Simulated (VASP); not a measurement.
# Sc: single point with PBE

Crystal: Sc.

```
Sc
1.0
     3.31936    0.00000    0.00000
    -1.65968    2.87465    0.00000
     0.00000    0.00000    5.18426
Sc
2
Direct
  0.33333 0.66667 0.25000
  0.66667 0.33333 0.75000
```

```yaml
Program: VASP 6.6.1
Task: single point
Functional: PBE
Potentials_or_basis: VASP PAW PBE potentials, release 64 (Sc_sv)
Cutoff: 520 eV
k_mesh: 11 × 11 × 6
Occupations: fermi-dirac, width 0.1 eV
Spin: no spin polarisation
Dipole_correction: no
Further_INCAR_settings: ALGO = Normal; EDIFF = 1e-06; NBANDS = 18
```

```
Pressure               : 0.0 GPa
Band gap on the k mesh : zero (bands 11 and 12 overlap by 1.46 eV)
```

Levels at points of the mesh, in eV from the Fermi level:
```
           k point  band 7  band 8  band 9  band 10  band 11  band 12  band 13  band 14  band 15  band 16
(0.00, 0.00, 0.00)  -27.84  -27.82   -5.12    -1.63     0.58     1.59     1.59     1.83     2.04     2.04
(0.00, 0.00, 0.50)  -27.88  -27.88   -3.59    -3.59     0.97     0.97     1.51     1.51     1.51     1.51
```

Run time: 93 s on 1 thread of Intel Xeon 8259CL, with other jobs on the host, peak memory 0.2 GiB.
